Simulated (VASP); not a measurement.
A run of VASP 6.6.1 is set up as follows.

INCAR

```
  PREC = Accurate
  ENCUT = 520
  EDIFF = 1E-7
  ISMEAR = 0
  SIGMA = 0.1
  LREAL = F
  LASPH = T
  NELM = 150
  ALGO = Normal
  ISIF = 2
  LWAVE = F
  LCHARG = T
  ISPIN = 2
  MAGMOM = 0 1
  LORBIT = 11
  GGA = PE
  LELF = T
  LVHAR = T
  NBANDS = 15
```

Contents of KPOINTS:

```
Automatic mesh
0
Gamma
  8 8 8
```

Contents of POSCAR:

```
BN
1.0
    1.1362566840     -3.5725876694      0.0000000000
    1.1362566840      3.5725876694      0.0000000000
    0.0000000000      0.0000000000      2.2814890925
B N
1 1
Direct
    0.0000000000      0.0000000000      0.0000000000
    0.5000000000      0.5000000000      0.5000000000
```

Potentials or basis: VASP PAW PBE potentials, release 64 (B, N).

Run with:

```console
$ cat potpaw_PBE.64/B/POTCAR potpaw_PBE.64/N/POTCAR > POTCAR
$ mpirun -np 1 vasp_std > vasp.out
```

(1) Predict the pressure.

(2) Predict the net moment.

(3) Predict the band gap on the k mesh.

Results:

(1) 0.0 GPa.

(2) 0.00 μB per cell.

(3) zero (filled and empty bands overlap).

Caveat: the k points lie up to 0.36 Å⁻¹ apart, too coarse for converged energies and pressures of a metal.
